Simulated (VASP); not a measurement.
Li, 1 atom in the cell. Symmetry: Im-3m, No. 229, cubic system. Conventional cell: a = 3.431 Å, b = 3.431 Å, c = 3.431 Å, α = 90.00°, β = 90.00°, γ = 90.00°. Li (site symmetry m-3m) has 14 Li at 2.97 to 3.43 Å within 3.9 Å. 

| Quantity | Value |
| --- | --- |
| Program | VASP 6.6.1 |
| Task | single point |
| Functional | PBE |
| Potentials or basis | VASP PAW PBE potentials, release 64 (Li_sv) |
| Cutoff | 520 eV |
| k mesh | 15 × 15 × 15 |
| Occupations | fermi-dirac, width 0.05 eV |
| Spin | no spin polarisation |
| Dipole correction | no |
| Further INCAR settings | ALGO = Normal; EDIFF = 1e-07; NBANDS = 8 |

Potentials or basis: VASP PAW PBE potentials, release 64 (Li_sv).

Command:

```sh
$ cat potpaw_PBE.64/Li_sv/POTCAR > POTCAR
$ mpirun -np 1 vasp_std > vasp.out
```

Hardware: 1 thread of Intel(R) Xeon(R) 6975P-C (Granite Rapids), with other jobs on the host.

Problem. Estimate the wall time of this run.

Solution. Run time: 6.1 s on 1 thread of Intel(R) Xeon(R) 6975P-C (Granite Rapids) (shared host), peak memory 0.13 GiB. Counts: scf iterations 11, k points 120.
